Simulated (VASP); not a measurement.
# C: single point with PBE+D3(BJ)

Crystal: C.

```
C
1.0
     1.23248    0.71157    3.36094
    -1.23248    0.71157    3.36094
     0.00000   -1.42315    3.36094
C
2
Direct
  0.18656 0.18656 0.15494
  0.81344 0.81344 0.84506
```

This cell differs from its parent crystal: atoms displaced along a vibrational mode.

| Item | Value |
| --- | --- |
| Program | VASP 6.6.1 |
| Task | single point |
| Functional | PBE |
| Dispersion | D3(BJ) |
| Potentials or basis | VASP PAW PBE potentials, release 64 (C) |
| Cutoff | 520 eV |
| k mesh | 15 × 15 × 15 |
| Occupations | gaussian, width 0.05 eV |
| Spin | no spin polarisation |
| Dipole correction | no |
| Further INCAR settings | ALGO = Normal; EDIFF = 1e-06; NBANDS = 11 |

```json
{
  "Pressure": "1.5 GPa",
  "Largest force": "5.008 eV/Å",
  "Dispersion energy per atom": "-0.156 eV"
}
```

Forces in eV/Å, atoms in the order of the input:
```
C    0.000 -4.000 -3.014
C    0.000  4.000  3.014
```

Stress tensor (GPa, compression positive):
```
11.70  0.00  0.00
 0.00 -2.07 -6.87
 0.00 -6.87 -5.02
```

Wall time 2.5 min on 1 thread of Intel(R) Xeon(R) Platinum 8488C (Sapphire Rapids) (shared host), peak memory 0.27 GiB.

Caveat: the cell differs from its parent crystal (atoms displaced along a vibrational mode); forces of over 1 eV/Å act on the atoms, so gaps and moduli don't describe the material at rest.
